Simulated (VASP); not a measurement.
# SnO (P4/nmm) in VASP: notebook

Runs on SnO. Level: PBE. Tasks: electric field gradients.

All numbers are computed with VASP 6.6.1; they aren't measurements. Logs are shortened: lines on timing, memory, paths and dates and some standing lists are left out, and cuts for length are marked.

### 1 The cell of the first run

It takes space group P4/nmm (No. 129, tetragonal). The conventional cell has a = 3.802 Å, b = 3.802 Å, c = 4.836 Å, α = 90.00°, β = 90.00°, γ = 90.00°. Sn (site symmetry 4mm) has 4 O at 2.22 Å within 2.9 Å. O (site symmetry -4m2) has 4 Sn at 2.22 Å and 4 O at 2.69 Å within 2.9 Å.

### 2 Electric field gradients, PBE

File INCAR:

```
PREC = Accurate
ENCUT = 1000
EDIFF = 1E-8
ISMEAR = -1
SIGMA = 0.01
LREAL = False
LASPH = True
NELM = 120
ALGO = Normal
ISIF = 2
LWAVE = False
LCHARG = False
GGA = PE
LEFG = True
NBANDS = 28
GGA_COMPAT = False
```

File KPOINTS:

```
regular mesh
0
Gamma
  8 8 6
```

File POSCAR:

```
SnO
1.0
    3.8020000000      0.0000000000      0.0000000000
    0.0000000000      3.8020000000      0.0000000000
    0.0000000000      0.0000000000      4.8360000000
Sn O
2 2
Direct
    0.0000000000      0.5000000000      0.2385000000
    0.5000000000      0.0000000000      0.7615000000
    0.0000000000      0.0000000000      0.0000000000
    0.5000000000      0.5000000000      0.0000000000
```

Potentials or basis: VASP PAW PBE potentials, release 64 (Sn_d, O_h).

The run is started by

```bash
cat potpaw_PBE.64/Sn_d/POTCAR potpaw_PBE.64/O_h/POTCAR > POTCAR
mpirun -np 1 vasp_std > vasp.out
```

OUTCAR:

```text
PREC = Accurate
   ENCUT = 1000
   EDIFF = 1E-8
   ISMEAR = -1
   LREAL = False
   LASPH = True
   NELM = 120
   ISIF = 2
   GGA = PE

 ion  position               nearest neighbor table
   1  0.000  0.500  0.239-   3 2.22   4 2.22   3 2.22   4 2.22   2 3.54   2 3.54   2 3.54   2 3.54
                             2 3.69   2 3.69   2 3.69   2 3.69
   2  0.500  0.000  0.761-   3 2.22   4 2.22   4 2.22   3 2.22   1 3.54   1 3.54   1 3.54   1 3.54
                             1 3.69   1 3.69   1 3.69   1 3.69
   3  0.000  0.000  0.000-   1 2.22   2 2.22   1 2.22   2 2.22
   4  0.500  0.500  0.000-   1 2.22   2 2.22   2 2.22   1 2.22

  LATTYP: Found a simple tetragonal cell.
 ALAT       =     3.8020000000
 C/A-ratio  =     1.2719621252

  Lattice vectors:

 A1 = (   3.8020000000,   0.0000000000,   0.0000000000)
 A2 = (   0.0000000000,   3.8020000000,   0.0000000000)
 A3 = (   0.0000000000,   0.0000000000,   4.8360000000)

Analysis of symmetry for initial positions (statically):
=====================================================================
 Subroutine PRICEL returns:
 Original cell was already a primitive cell.

 Routine SETGRP: Setting up the symmetry group for a
 simple tetragonal supercell.

 Subroutine GETGRP returns: Found 16 space group operations
 (whereof  8 operations were pure point group operations)
 out of a pool of 16 trial point group operations.

The static configuration has the point symmetry D_2d.
 The point group associated with its full space group is D_4h.

Analysis of symmetry for dynamics (positions and initial velocities):
=====================================================================
 Subroutine PRICEL returns:
 Original cell was already a primitive cell.

 Routine SETGRP: Setting up the symmetry group for a
 simple tetragonal supercell.

 Subroutine GETGRP returns: Found 16 space group operations
 (whereof  8 operations were pure point group operations)
 out of a pool of 16 trial point group operations.

The dynamic configuration has the point symmetry D_2d.
 The point group associated with its full space group is D_4h.

 Subroutine INISYM returns: Found 16 space group operations
 (whereof  8 operations are pure point group operations),
 and found     1 'primitive' translations

----------------------------------------------------------------------------------------

                                     Primitive cell

  volume of cell :      69.9054

  direct lattice vectors                    reciprocal lattice vectors
     3.802000000  0.000000000  0.000000000     0.263019463  0.000000000  0.000000000
     0.000000000  3.802000000  0.000000000     0.000000000  0.263019463  0.000000000
     0.000000000  0.000000000  4.836000000     0.000000000  0.000000000  0.206782465

  length of vectors
     3.802000000  3.802000000  4.836000000     0.263019463  0.263019463  0.206782465

  position of ions in fractional coordinates (direct lattice)
     0.000000000  0.500000000  0.238500000
     0.500000000  0.000000000  0.761500000
     0.000000000  0.000000000  0.000000000
     0.500000000  0.500000000  0.000000000

  ion indices of the primitive-cell ions
   primitive index   ion index
                 1           1
                 2           2
                 3           3
                 4           4

----------------------------------------------------------------------------------------

 KPOINTS: regular mesh

Automatic generation of k-mesh.
 Grid dimensions read from file:
 generate k-points for:    8    8    6

 Generating k-lattice:

  Cartesian coordinates                     Fractional coordinates (reciprocal lattice)
     0.032877433  0.000000000  0.000000000     0.125000000  0.000000000  0.000000000
     0.000000000  0.032877433  0.000000000     0.000000000  0.125000000  0.000000000
     0.000000000  0.000000000  0.034463744     0.000000000  0.000000000  0.166666667

  Length of vectors
     0.032877433  0.032877433  0.034463744

  Shift w.r.t. Gamma in fractional coordinates (k-lattice)
     0.000000000  0.000000000  0.000000000

 Subroutine IBZKPT returns following result:
 ===========================================

 Found     60 irreducible k-points:

 Following reciprocal coordinates:
            Coordinates               Weight
  0.000000  0.000000  0.000000      1.000000
  0.125000  0.000000  0.000000      4.000000
  0.250000  0.000000  0.000000      4.000000
  0.375000  0.000000  0.000000      4.000000
  0.500000  0.000000  0.000000      2.000000
  0.125000  0.125000  0.000000      4.000000
[... 16 lines left out ...]
  0.375000  0.125000  0.166667     16.000000
  0.500000  0.125000  0.166667      8.000000
 [... further k-points ...]
   k-points           NKPTS =     60   k-points in BZ     NKDIM =     60   number of bands    NBANDS=     28
   number of dos      NEDOS =    301   number of ions     NIONS =      4
   total plane-waves  NPLWV =  80000
   dimension x,y,z NGX =    40 NGY =   40 NGZ =   50
   dimension x,y,z NGXF=    80 NGYF=   80 NGZF=  100
   ions per type =               2   2
   NGX,Y,Z   is equivalent  to a cutoff of  17.49, 17.49, 17.19 a.u.
   NGXF,Y,Z  is equivalent  to a cutoff of  34.98, 34.98, 34.38 a.u.
 SYSTEM =  unknown system
   PREC   = accura    normal or accurate (medium, high low for compatibility)
   ISTART =      0    job   : 0-new  1-cont  2-samecut
   ICHARG =      2    charge: 1-file 2-atom 10-const
   ISPIN  =      1    spin polarized calculation?
   LNONCOLLINEAR =      F non collinear calculations
   LSORBIT =      F    spin-orbit coupling
   LASPH  =      T    aspherical Exc in radial PAW
   ENCUT  = 1000.0 eV  73.50 Ry    8.57 a.u.   9.80  9.80 12.47*2*pi/ulx,y,z
   NELM   =    120;   NELMIN=  2; NELMDL= -5     # of ELM steps
   EDIFF  = 0.1E-07   stopping-criterion for ELM
   LREAL  =      F    real-space projection
   EDIFFG = 0.1E-06   stopping-criterion for IOM
   NSW    =      0    number of steps for IOM
   IBRION =     -1    ionic relax: 0-MD 1-quasi-New 2-CG
   NFREE  =      0    steps in history (QN), initial steepest desc. (CG)
   ISIF   =      2    stress and relaxation
   ISYM   =      2    0-nonsym 1-usesym 2-fastsym
   POTIM  = 0.5000    time-step for ionic-motion
   TEBEG  =    0.0;   TEEND  =   0.0 temperature during run
   PSTRESS=    0.0 pullay stress
   NELECT =      40.0000    total number of electrons
   NUPDOWN=      -1.0000    fix difference up-down
   EMIN   =  10.00;   EMAX   =-10.00  energy-range for DOS
   EFERMI =   0.00;   METHOD = LEGACY
   ISMEAR =    -1;   SIGMA  =   0.01  broadening in eV -4-tet -1-fermi 0-gaus
   EFERMI_NEDOS =   21; number of points for ismear=-14 and -15
   IALGO  =     38    algorithm
   IMIX   =      4    mixing-type and parameters
     AMIX     =   0.40;   BMIX     =  1.00
     AMIX_MAG =   1.60;   BMIX_MAG =  1.00
  volume/ion in A,a.u.               =      17.48       117.94
  Fermi-wavevector in a.u.,A,eV,Ry     =   1.359121  2.568365 25.132801  1.847209
  Thomas-Fermi vector in A             =   2.485896
   LORBIT       =      0    0 simple, 1 ext, 2 COOP (PROOUT), +10 PAW based schemes
   GGA     = PE    functional components
   LHFCALC =     F    Hartree Fock is set to
   AEXX    =    0.0000 exact exchange contribution
   IVDW    =     0    specifies the selected vdW correction
   LEPSILON=     F    determine dielectric tensor
   LRPA    =     F    only Hartree local field effects (RPA)
 non-spin polarized calculation
  energy-cutoff  :     1000.00
  volume of cell :       69.91
 maximum number of plane-waves:      5060
 NGX is ok and might be reduce to    40
   NGX = 19   NGY = 19   NGZ = 25

 number of electron      39.9999994 magnetization

 Free energy of the ion-electron system (eV)
  ---------------------------------------------------
  ext. energy  EPLUGINS =         0.00000000
  ---------------------------------------------------
  free energy    TOTEN  =       -22.68511055 eV

  energy without entropy =      -22.68500422  energy(sigma->0) =      -22.68505739

 E-fermi :   7.4697     XC(G=0): -10.2704

 val. band max:        7.4560221748   @ k =   0.0000   0.0000   0.0000
 cond. band min:       7.4853898546   @ k =   0.5000   0.5000   0.0000
 fundamental gap:      0.0293676799
 Fermi energy:         7.4696665712

 k-point     1 :       0.0000    0.0000    0.0000
  band No.  band energies     occupation
      1     -14.6060      2.00000
      2     -14.1649      2.00000
      3     -14.1649      2.00000
      4     -14.1638      2.00000
      5     -14.1207      2.00000
      6     -14.1114      2.00000
[... 20 lines left out ...]
     27      14.1640      0.00000
     28      14.5754      0.00000

 k-point     2 :       0.1250    0.0000    0.0000
  band No.  band energies     occupation
      1     -14.5975      2.00000
      2     -14.1646      2.00000
      3     -14.1620      2.00000
      4     -14.1610      2.00000
      5     -14.1220      2.00000
      6     -14.1142      2.00000
[... 20 lines left out ...]
     27      14.3680      0.00000
     28      15.7784      0.00000

 k-point     3 :       0.2500    0.0000    0.0000
  band No.  band energies     occupation
      1     -14.5735      2.00000
      2     -14.2602      2.00000
      3     -14.1530      2.00000
      4     -14.1507      2.00000
      5     -14.1302      2.00000
      6     -14.1249      2.00000
[... 20 lines left out ...]
     27      14.6575      0.00000
     28      17.8045      0.00000

 k-point     4 :       0.3750    0.0000    0.0000
  band No.  band energies     occupation
      1     -14.5342      2.00000
      2     -14.3810      2.00000
      3     -14.1398      2.00000
      4     -14.1386      2.00000
      5     -14.1277      2.00000
      6     -14.1233      2.00000
[... 578 lines left out ...]
     27      15.6666      0.00000
     28      17.0227      0.00000

 k-point    23 :       0.3750    0.1250    0.1667
  band No.  band energies     occupation
      1     -14.5371      2.00000
      2     -14.4045      2.00000
      3     -14.1520      2.00000
      4     -14.1371      2.00000
      5     -14.1297      2.00000
      6     -14.1172      2.00000
[... 20 lines left out ...]
     27      15.8297      0.00000
     28      16.3763      0.00000

 k-point    24 :       0.5000    0.1250    0.1667
  band No.  band energies     occupation
      1     -14.4854      2.00000
      2     -14.4854      2.00000
      3     -14.1437      2.00000
      4     -14.1437      2.00000
      5     -14.1213      2.00000
      6     -14.1213      2.00000
[... 20 lines left out ...]
     27      16.0438      0.00000
     28      16.0438      0.00000

 [... further k-points ...]
[... 5 lines left out ...]
  --------------------------------------------------------------------------------------
  -------------------------------------------------------------------------------------
  Total        2.1505916      2.1505916      1.6274950      0.0000000      0.0000000      0.0000000
  in kB       49.2899084     49.2899084     37.3009361      0.0000000      0.0000000      0.0000000
  external PRESSURE =      45.2935843 kB  Pullay stress =       0.0000000 kB

 VOLUME and BASIS-vectors are now :
 -----------------------------------------------------------------------------
  energy-cutoff  :     1000.00
  volume of cell :       69.91
      direct lattice vectors                 reciprocal lattice vectors
     3.802000000  0.000000000  0.000000000     0.263019463  0.000000000  0.000000000
     0.000000000  3.802000000  0.000000000     0.000000000  0.263019463  0.000000000
     0.000000000  0.000000000  4.836000000     0.000000000  0.000000000  0.206782465

 POSITION                                       TOTAL-FORCE (eV/Angst)
 -----------------------------------------------------------------------------------
      0.00000      1.90100      1.15339        -0.000000     -0.000000      0.425621
      1.90100      0.00000      3.68261         0.000000     -0.000000     -0.425621
      0.00000      0.00000      0.00000         0.000000      0.000000      0.000000
      1.90100      1.90100      0.00000         0.000000     -0.000000      0.000000
 -----------------------------------------------------------------------------------
    total drift:                               -0.000000      0.000000      0.000000

  FREE ENERGIE OF THE ION-ELECTRON SYSTEM (eV)
  ---------------------------------------------------
  free  energy   TOTEN  =       -22.6851105527 eV

  energy  without entropy=      -22.6850042190  energy(sigma->0) =      -22.68505739

 Electric field gradients (V/A^2)
---------------------------------------------------------------------
 ion       V_xx      V_yy      V_zz      V_xy      V_xz      V_yz
---------------------------------------------------------------------
   1      83.200    83.200  -166.401     0.000     0.000    -0.000
   2      83.200    83.200  -166.401    -0.000     0.000    -0.000
   3      -1.019    -1.019     2.039    -0.000     0.000     0.000
   4      -1.019    -1.019     2.039    -0.000    -0.000    -0.000
---------------------------------------------------------------------

 Electric field gradients after diagonalization (V/A^2)
 (convention: |V_zz| > |V_xx| > |V_yy|)
----------------------------------------------------------------------
 ion       V_xx      V_yy      V_zz     asymmetry (V_yy - V_xx)/ V_zz
----------------------------------------------------------------------
   1      83.200    83.200  -166.401       0.000
   2      83.200    83.200  -166.401       0.000
   3      -1.019    -1.019     2.039       0.000
   4      -1.019    -1.019     2.039       0.000
----------------------------------------------------------------------

           NMR quadrupolar parameters

 Cq : quadrupolar parameter    Cq=e*Q*V_zz/h
 eta: asymmetry parameters     (V_yy - V_xx)/ V_zz
 Q  : nuclear electric quadrupole moment in mb (millibarn)
----------------------------------------------------------------------
 ion       Cq(MHz)       eta       Q (mb)
----------------------------------------------------------------------
   1      -0.402       0.000       1.000
   2      -0.402       0.000       1.000
   3       0.005       0.000       1.000
   4       0.005       0.000       1.000
----------------------------------------------------------------------
```

Wall time 6.7 min (1 thread of AMD EPYC 7R43 (Zen 3), shared host); peak memory 0.38 GiB.

What came out:

```yaml
Free_energy: -22.6851 eV
Pressure: 4.5 GPa
Largest_force: 0.426 eV/Å
Band_gap_on_the_k_mesh: 0.03 eV (least direct gap 1.96 eV)
Largest_electric_field_gradient_by_atom: Sn -166.4; O +2.0 V/Å²
```

Forces on the atoms (eV/Å):
```
Sn   0.000  0.000  0.426
Sn   0.000  0.000 -0.426
O    0.000  0.000  0.000
O    0.000  0.000  0.000
```

Stress tensor (GPa, compression positive):
```
4.93 0.00 0.00
0.00 4.93 0.00
0.00 0.00 3.73
```

Levels at points of the mesh, in eV from the valence-band top:
| k point | band 18 | band 19 | band 20 | band 21 | band 22 | band 23 |
| --- | --- | --- | --- | --- | --- | --- |
| (0.00, 0.00, 0.00) | -3.22 | -3.22 | 0.00 | 2.10 | 4.38 | 4.64 |
| (0.50, 0.00, 0.00) | -4.90 | -2.76 | -2.76 | 3.17 | 3.17 | 5.89 |
| (0.50, 0.50, 0.00) | -2.56 | -1.93 | -1.93 | 0.03 | 0.03 | 4.44 |
| (0.00, 0.00, 0.50) | -3.23 | -3.13 | -2.28 | 1.70 | 2.92 | 2.92 |
| (0.50, 0.00, 0.50) | -4.86 | -1.79 | -1.79 | 2.56 | 2.56 | 5.40 |
| (0.50, 0.50, 0.50) | -2.72 | -2.56 | -2.56 | 2.30 | 2.30 | 4.03 |

Electric field gradients, principal values (V/Å²):
```csv
atom,least,middle,greatest (by size)
1 Sn,83.200,83.200,-166.401
2 Sn,83.200,83.200,-166.401
3 O,-1.019,-1.019,2.039
4 O,-1.019,-1.019,2.039
```

Caveat: the cell stands under pressure; semilocal functionals underestimate gaps, and a narrow one can read as zero; without QUAD_EFG the Cq values of the log hold for a quadrupole moment of 1 mb, not for the nuclei; spin-orbit coupling is left out, which moves the levels of the heavy elements. A k mesh can miss the band edges.

[end of part 1 of 3]

The gap in the log of VASP goes by the Fermi energy; the results here count the filled bands.